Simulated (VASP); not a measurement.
A run of VASP 6.6.1:

The input INCAR:

```
SYSTEM = ScH3
PREC = Accurate ; ENCUT = 520
EDIFF = 1E-6 ; ISMEAR = 0
SIGMA = 0.05 ; LREAL = .FALSE.
LASPH = .TRUE. ; NELM = 100
ALGO = Normal ; ISIF = 2
LWAVE = .FALSE. ; LCHARG = .FALSE.
GGA = PS ; NBANDS = 15
```

The input KPOINTS:

```
Automatic mesh
0
G
  10 10 10
  0 0 0
```

File POSCAR:

```
ScH3
1.0
    0.0000000000      2.3211241815      2.3211241815
    2.3211241815      0.0000000000      2.3211241815
    2.3211241815      2.3211241815      0.0000000000
Sc H
1 3
Direct
    0.0000000000      0.0000000000      0.0000000000
    0.5000000000      0.5000000000      0.5000000000
    0.2500000000      0.2500000000      0.2500000000
    0.7500000000      0.7500000000      0.7500000000
```

Potentials or basis: VASP PAW PBE potentials, release 64 (Sc_sv, H).

Launch:

```sh
$ cat potpaw_PBE.64/Sc_sv/POTCAR potpaw_PBE.64/H/POTCAR > POTCAR
$ mpirun -np 1 vasp_std > vasp.out
```

Hardware: 1 thread of Intel(R) Xeon(R) Platinum 8259CL CPU @ 2.50GHz (Skylake/Cascade Lake), with other jobs on the host.

Q: How long does it take, and how much memory?

A: Wall time 20 s on 1 thread of Intel(R) Xeon(R) Platinum 8259CL CPU @ 2.50GHz (Skylake/Cascade Lake) (shared host), peak memory 0.14 GiB. Counts: scf iterations 13, k points 47.
